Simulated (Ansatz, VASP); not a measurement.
## Two plane-wave programs on HfMoC2

```
CELL_PARAMETERS angstrom
3.19142 0.00000 0.00000
0.00000 3.19142 0.00000
0.00000 0.00000 4.48516
ATOMIC_POSITIONS crystal
Hf 0.00000 0.00000 0.00000
Mo 0.50000 0.50000 0.50000
C 0.50000 0.50000 0.00000
C 0.00000 0.00000 0.50000
```

Alike in both runs: functional r2SCAN; k mesh 8 × 8 × 6; occupations fermi-dirac, width 0.05 eV; no spin polarisation; Hubbard terms Hf d U = 5.0 eV, Mo d U = 5.0 eV.

|  | VASP | Ansatz |
| --- | --- | --- |
| version | VASP 6.6.1 | Ansatz 0.2.0 |
| potentials or method | VASP PAW PBE potentials, release 64 (Hf_pv, Mo_sv, C) | Ansatz PAW |
| plane-wave cutoff (eV) | 520 | 500 |
| valence electrons in the cell | 32 | 48 |
| task | single point | projected density of states |

```csv
,VASP,Ansatz,Ansatz less VASP
gap on the k mesh at the Fermi level (eV),none,none,-
pressure (GPa),11.7,3.9,-7.85
"traceless stress, the component that is largest in VASP (GPa)",0.30,1.96,+1.652
```

VASP's potentials were made for PBE, not for r2SCAN. The programs project onto different local orbitals, so the same U acts differently, and such runs can settle in different states. A gap of «none» marks a metal or a gap that the smearing closes. VASP's potentials hold 32 valence electrons a cell and Ansatz's 48, so a difference there can come from the potentials and not from the codes.

Neither program's run includes spin-orbit coupling.
